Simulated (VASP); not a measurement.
# Cd2S (P3m1) in VASP: further runs, part 2 of 3

VASP 6.6.1. Earlier steps stand in the parts before.

### 3 Single point, PBEsol

This run uses another cell than the first one, of 26.33 Å³/atom, 0.943 times its volume.

Input file INCAR:

```
  PREC = Accurate
  ENCUT = 520
  EDIFF = 1E-6
  ISMEAR = -1
  SIGMA = 0.05
  LREAL = F
  LASPH = T
  NELM = 60
  ALGO = Normal
  ISIF = 2
  LWAVE = F
  LCHARG = T
  GGA = PS
  LELF = T
  LVHAR = T
  NBANDS = 22
```

Input file KPOINTS:

```
regular mesh
0
Gamma
  6 6 4
```

Input file POSCAR:

```
Cd2S
1.0
    3.9626700490      0.0000000000      0.0000000000
   -1.9813350245      3.4317729293      0.0000000000
    0.0000000000      0.0000000000      5.8091920000
Cd S
2 1
Direct
    0.3333333333      0.6666666667      0.9327170000
    0.6666666667      0.3333333333      0.5787350000
    0.3333333333      0.6666666667      0.3657050000
```

Potentials or basis: VASP PAW PBE potentials, release 64 (Cd, S).

The run is started by

```sh
cat potpaw_PBE.64/Cd/POTCAR potpaw_PBE.64/S/POTCAR > POTCAR
mpirun -np 1 vasp_std > vasp.out
```

OUTCAR:

```text
PREC = Accurate
   ENCUT = 520
   EDIFF = 1E-6
   ISMEAR = -1
   LREAL = F
   LASPH = T
   NELM = 60
   ISIF = 2
   GGA = PS

 ion  position               nearest neighbor table
   1  0.333  0.667  0.933-   3 2.52   2 3.08   2 3.08   2 3.08
   2  0.667  0.333  0.579-   3 2.60   3 2.60   3 2.60   1 3.08   1 3.08   1 3.08
   3  0.333  0.667  0.366-   1 2.52   2 2.60   2 2.60   2 2.60

  LATTYP: Found a hexagonal cell.
 ALAT       =     3.9626700490
 C/A-ratio  =     1.4659792332

  Lattice vectors:

 A1 = (   3.9626700490,   0.0000000000,   0.0000000000)
 A2 = (  -1.9813350245,   3.4317729293,   0.0000000000)
 A3 = (   0.0000000000,   0.0000000000,   5.8091920000)

Analysis of symmetry for initial positions (statically):
=====================================================================
 Subroutine PRICEL returns:
 Original cell was already a primitive cell.

 Routine SETGRP: Setting up the symmetry group for a
 hexagonal supercell.

 Subroutine GETGRP returns: Found  6 space group operations
 (whereof  6 operations were pure point group operations)
 out of a pool of 24 trial point group operations.

The static configuration has the point symmetry C_3v.

Analysis of symmetry for dynamics (positions and initial velocities):
=====================================================================
 Subroutine PRICEL returns:
 Original cell was already a primitive cell.

 Routine SETGRP: Setting up the symmetry group for a
 hexagonal supercell.

 Subroutine GETGRP returns: Found  6 space group operations
 (whereof  6 operations were pure point group operations)
 out of a pool of 24 trial point group operations.

The dynamic configuration has the point symmetry C_3v.

 Subroutine INISYM returns: Found  6 space group operations
 (whereof  6 operations are pure point group operations),
 and found     1 'primitive' translations

----------------------------------------------------------------------------------------

                                     Primitive cell
[... 110 lines left out ...]
   IMIX   =      4    mixing-type and parameters
     AMIX     =   0.40;   BMIX     =  1.00
     AMIX_MAG =   1.60;   BMIX_MAG =  1.00
  volume/ion in A,a.u.               =      26.33       177.70
  Fermi-wavevector in a.u.,A,eV,Ry     =   1.185517  2.240303 19.122322  1.405451
  Thomas-Fermi vector in A             =   2.321709
   LORBIT       =      0    0 simple, 1 ext, 2 COOP (PROOUT), +10 PAW based schemes
   GGA     = PS    functional components
   LHFCALC =     F    Hartree Fock is set to
   AEXX    =    0.0000 exact exchange contribution
   IVDW    =     0    specifies the selected vdW correction
   LEPSILON=     F    determine dielectric tensor
   LRPA    =     F    only Hartree local field effects (RPA)
 non-spin polarized calculation
  energy-cutoff  :      520.00
  volume of cell :       79.00
 maximum number of plane-waves:      2158
 NGX is ok and might be reduce to    30
   NGX = 15   NGY = 15   NGZ = 21

 number of electron      29.9999999 magnetization

 Free energy of the ion-electron system (eV)
  ---------------------------------------------------
  ext. energy  EPLUGINS =         0.00000000
  ---------------------------------------------------
  free energy    TOTEN  =        -7.24947412 eV

  energy without entropy =       -7.24528471  energy(sigma->0) =       -7.24737942

 E-fermi :   1.4364     XC(G=0):  -9.4948

 val. band max:        1.4031061694   @ k =   0.3333   0.3333   0.2500
 cond. band min:       1.4967635681   @ k =   0.5000   0.0000   0.2500
 fundamental gap:      0.0936573987
 Fermi energy:         1.4364377388

 k-point     1 :       0.0000    0.0000    0.0000
  band No.  band energies     occupation
      1     -11.4033      2.00000
      2      -7.1027      2.00000
      3      -7.1027      2.00000
      4      -7.0124      2.00000
      5      -7.0124      2.00000
      6      -6.9325      2.00000
[... 589 lines left out ...]
     21      10.1154      0.00000
     22      10.5174      0.00000

------------------------ aborting loop because EDIFF is reached ----------------------------------------

  FORCE on cell =-STRESS in cart. coord.  units (eV):
  Direction    XX          YY          ZZ          XY          YZ          ZX
  --------------------------------------------------------------------------------------
  -------------------------------------------------------------------------------------
  Total       -1.2770134     -1.2770134     -1.6120813      0.0000000      0.0000000      0.0000000
  in kB      -25.8990502    -25.8990502    -32.6945484      0.0000000      0.0000000      0.0000000
  external PRESSURE =     -28.1642163 kB  Pullay stress =       0.0000000 kB

 VOLUME and BASIS-vectors are now :
 -----------------------------------------------------------------------------
  energy-cutoff  :      520.00
  volume of cell :       79.00
      direct lattice vectors                 reciprocal lattice vectors
     3.962670049  0.000000000  0.000000000     0.252355101  0.145697285  0.000000000
    -1.981335025  3.431772929  0.000000000     0.000000000  0.291394571  0.000000000
     0.000000000  0.000000000  5.809192000     0.000000000  0.000000000  0.172140979

 POSITION                                       TOTAL-FORCE (eV/Angst)
 -----------------------------------------------------------------------------------
     -0.00000      2.28785      5.41833        -0.000000     -0.000000      0.012520
      1.98134      1.14392      3.36198        -0.000000     -0.000000     -0.106475
     -0.00000      2.28785      2.12445         0.000000      0.000000      0.093955
 -----------------------------------------------------------------------------------
    total drift:                                0.000000     -0.000000     -0.000306

  FREE ENERGIE OF THE ION-ELECTRON SYSTEM (eV)
  ---------------------------------------------------
  free  energy   TOTEN  =        -7.2494741193 eV

  energy  without entropy=       -7.2452847124  energy(sigma->0) =       -7.24737942
```

stdout:

```text
POSCAR found type information on POSCAR CdS
 POSCAR found :  2 types and       3 ions
 scaLAPACK will be used
 -----------------------------------------------------------------------------
|                                                                             |
|                                                                             |
|     You enforced a specific xc type in the INCAR file but a different       |
|     I HOPE YOU KNOW WHAT YOU ARE DOING!                                     |
|                                                                             |
 -----------------------------------------------------------------------------

 LDA part: xc-table for (Slater+PW92), standard interpolation
 POSCAR, INCAR and KPOINTS ok, starting setup
 FFT: planning ... GRIDC
 FFT: planning ... GRID_SOFT
 FFT: planning ... GRID
 WAVECAR not read
 entering main loop
```

Run time: 17 s. Hardware: 1 thread of Intel Xeon 6975P-C (Granite Rapids), shared host; peak memory 0.21 GiB.

What came out:

```
Free energy            : -7.2495 eV
Pressure               : -2.8 GPa
Largest force          : 0.106 eV/Å
Band gap on the k mesh : 0.09 eV, indirect (least direct gap 0.47 eV)
```

Forces in eV/Å, atoms in the order of the input:
```
Cd   0.000  0.000  0.013
Cd   0.000  0.000 -0.106
S    0.000  0.000  0.094
```

Caveat: the PAW data sets were made with another functional, which shifts forces and pressure a little.

### 4 Single point, PBE

This run uses another cell than the first one, of 24.75 Å³/atom, 0.887 times its volume.

Input file INCAR:

```
SYSTEM = Cd2S
ALGO     = Normal         ! electronic algorithm
EDIFF    = 1E-6           ! SCF threshold, eV
ENCUT    = 520            ! plane-wave cutoff, eV
GGA      = PE             ! functional
ISIF     = 2              ! what is computed and relaxed
ISMEAR   = -1             ! smearing method
LASPH    = .TRUE.         ! aspherical terms in the spheres
LCHARG   = .TRUE.         ! write CHGCAR
LELF     = .TRUE.         ! ELF
LREAL    = .FALSE.        ! projectors in reciprocal space
LVHAR    = .TRUE.       
LWAVE    = .FALSE.        ! write WAVECAR
NBANDS   = 22             ! bands
NELM     = 80             ! most SCF steps
PREC     = Accurate       ! precision mode
SIGMA    = 0.05           ! smearing width, eV
```

Input file KPOINTS:

```
k-points
0
G
  8 8 5
  0 0 0
```

Input file POSCAR:

```
Cd2S
1.0
    3.8817765334      0.0000000000      0.0000000000
   -1.9408882667      3.3617170898      0.0000000000
    0.0000000000      0.0000000000      5.6906037861
Cd S
2 1
Direct
    0.3333333333      0.6666666667      0.9327170000
    0.6666666667      0.3333333333      0.5787350000
    0.3333333333      0.6666666667      0.3657050000
```

The run is started by

```sh
cat potpaw_PBE.64/Cd/POTCAR potpaw_PBE.64/S/POTCAR > POTCAR
mpirun -np 1 vasp_std > vasp.out
```

It took 26 s on 1 thread of Intel Xeon 6975P-C (Granite Rapids), shared host; peak memory 0.21 GiB.

It converged, with:

```
Free energy            : -6.1926 eV
Pressure               : 3.3 GPa
Largest force          : 0.193 eV/Å
Band gap on the k mesh : 0.21 eV, indirect (least direct gap 0.59 eV)
```

Forces on the atoms (eV/Å):
```
Cd   0.000  0.000 -0.110
Cd   0.000  0.000  0.193
S    0.000  0.000 -0.083
```

Stress tensor (GPa, compression positive):
```
2.71 0.00 0.00
0.00 2.71 0.00
0.00 0.00 4.35
```

Levels at points of the mesh, in eV from the valence-band top:
```tsv
k point	band 11	band 12	band 13	band 14	band 15	band 16	band 17	band 18	band 19	band 20
(0.00, 0.00, 0.00)	-7.70	-4.64	-3.86	-0.73	-0.73	3.40	5.27	6.96	6.96	8.65
(0.50, 0.00, 0.00)	-7.51	-4.73	-3.17	-1.70	-1.19	0.55	3.27	4.78	6.05	7.71
```

A k mesh can miss the band edges.

### 5 Single point, PBE

This run uses another cell than the first one, of 25.28 Å³/atom, 0.906 times its volume.

Input file INCAR:

```
ALGO     = Normal         # electronic algorithm
EDIFF    = 1E-6           # SCF threshold, eV
ENCUT    = 520            # plane-wave cutoff, eV
GGA      = PE             # functional
ISIF     = 2              # what is computed and relaxed
ISMEAR   = -1             # smearing method
LASPH    = True           # aspherical terms in the spheres
LCHARG   = True           # write CHGCAR
LELF     = True           # ELF
LREAL    = False          # projectors in reciprocal space
LVHAR    = True         
LWAVE    = False          # write WAVECAR
NBANDS   = 22             # bands
NELM     = 80             # most SCF steps
PREC     = Accurate       # precision mode
SIGMA    = 0.05           # smearing width, eV
```

Input file KPOINTS:

```
k-points
0
Gamma
  8 8 5
```

Input file POSCAR:

```
Cd2S
1.0
    3.9091138886      0.0000000000      0.0000000000
   -1.9545569443      3.3853919338      0.0000000000
    0.0000000000      0.0000000000      5.7306797810
Cd S
2 1
Direct
    0.3333333333      0.6666666667      0.9327170000
    0.6666666667      0.3333333333      0.5787350000
    0.3333333333      0.6666666667      0.3657050000
```

Potentials or basis: VASP PAW PBE potentials, release 64 (Cd, S).

The run is started by

```sh
cat potpaw_PBE.64/Cd/POTCAR potpaw_PBE.64/S/POTCAR > POTCAR
mpirun -np 1 vasp_std > vasp.out
```

OUTCAR:

```text
EDIFF = 1E-6
   ENCUT = 520
   GGA = PE
   ISIF = 2
   ISMEAR = -1
   LASPH = True
   LREAL = False
   NELM = 80
   PREC = Accurate

 ion  position               nearest neighbor table
   1  0.333  0.667  0.933-   3 2.48   2 3.03   2 3.03   2 3.03   3 3.25
   2  0.667  0.333  0.579-   3 2.57   3 2.57   3 2.57   1 3.03   1 3.03   1 3.03
   3  0.333  0.667  0.366-   1 2.48   2 2.57   2 2.57   2 2.57   1 3.25

  LATTYP: Found a hexagonal cell.
 ALAT       =     3.9091138886
 C/A-ratio  =     1.4659792332

  Lattice vectors:

 A1 = (   3.9091138886,   0.0000000000,   0.0000000000)
 A2 = (  -1.9545569443,   3.3853919338,   0.0000000000)
 A3 = (   0.0000000000,   0.0000000000,   5.7306797810)

Analysis of symmetry for initial positions (statically):
=====================================================================
 Subroutine PRICEL returns:
 Original cell was already a primitive cell.

 Routine SETGRP: Setting up the symmetry group for a
 hexagonal supercell.

 Subroutine GETGRP returns: Found  6 space group operations
[... 158 lines left out ...]

 Free energy of the ion-electron system (eV)
  ---------------------------------------------------
  ext. energy  EPLUGINS =         0.00000000
  ---------------------------------------------------
  free energy    TOTEN  =        -6.21901108 eV

  energy without entropy =       -6.21720407  energy(sigma->0) =       -6.21810758

 E-fermi :   1.7748     XC(G=0):  -9.4858

 val. band max:        1.6483382771   @ k =   0.3750   0.2500   0.2000
 cond. band min:       1.8621136166   @ k =   0.5000   0.0000   0.2000
 fundamental gap:      0.2137753395
 Fermi energy:         1.7747949508

 k-point     1 :       0.0000    0.0000    0.0000
  band No.  band energies     occupation
      1     -11.2187      2.00000
      2      -6.8062      2.00000
      3      -6.8062      2.00000
      4      -6.7238      2.00000
      5      -6.7238      2.00000
      6      -6.6275      2.00000
[... 589 lines left out ...]
     21       9.3918      0.00000
     22      10.2403      0.00000

 [... further k-points ...]
[... 5 lines left out ...]
  --------------------------------------------------------------------------------------
  -------------------------------------------------------------------------------------
  Total        0.8206548      0.8206548      1.3293949      0.0000000      0.0000000      0.0000000
  in kB       17.3371488     17.3371488     28.0847901      0.0000000      0.0000000      0.0000000
  external PRESSURE =      20.9196959 kB  Pullay stress =       0.0000000 kB

 VOLUME and BASIS-vectors are now :
 -----------------------------------------------------------------------------
  energy-cutoff  :      520.00
  volume of cell :       75.84
      direct lattice vectors                 reciprocal lattice vectors
     3.909113889  0.000000000  0.000000000     0.255812450  0.147693387  0.000000000
    -1.954556944  3.385391934  0.000000000     0.000000000  0.295386773  0.000000000
     0.000000000  0.000000000  5.730679781     0.000000000  0.000000000  0.174499368

 POSITION                                       TOTAL-FORCE (eV/Angst)
 -----------------------------------------------------------------------------------
     -0.00000      2.25693      5.34510        -0.000000      0.000000     -0.062713
      1.95456      1.12846      3.31654         0.000000     -0.000000      0.105251
     -0.00000      2.25693      2.09574        -0.000000      0.000000     -0.042538
 -----------------------------------------------------------------------------------
    total drift:                                0.000000     -0.000000     -0.000415

  FREE ENERGIE OF THE ION-ELECTRON SYSTEM (eV)
  ---------------------------------------------------
  free  energy   TOTEN  =        -6.2190110842 eV

  energy  without entropy=       -6.2172040701  energy(sigma->0) =       -6.21810758
```

Run time: 28 s. Hardware: 1 thread of Intel Xeon 6975P-C (Granite Rapids), shared host; peak memory 0.22 GiB.

What came out:

```
Free energy            : -6.2190 eV
Pressure               : 2.1 GPa
Largest force          : 0.105 eV/Å
Band gap on the k mesh : 0.21 eV, indirect (least direct gap 0.58 eV)
```

Forces on the atoms (eV/Å):
```
Cd   0.000  0.000 -0.063
Cd   0.000  0.000  0.105
S    0.000  0.000 -0.043
```

Stress tensor (GPa, compression positive):
```
1.73 0.00 0.00
0.00 1.73 0.00
0.00 0.00 2.81
```

Levels at points of the mesh, in eV from the valence-band top:
| k point | band 12 | band 13 | band 14 | band 15 | band 16 | band 17 | band 18 | band 19 |
| --- | --- | --- | --- | --- | --- | --- | --- | --- |
| (0.00, 0.00, 0.00) | -4.57 | -3.79 | -0.72 | -0.72 | 3.35 | 5.21 | 6.92 | 6.92 |
| (0.50, 0.00, 0.00) | -4.63 | -3.10 | -1.66 | -1.20 | 0.56 | 3.24 | 4.77 | 5.98 |

A k mesh can miss the band edges.

[end of part 2 of 3]
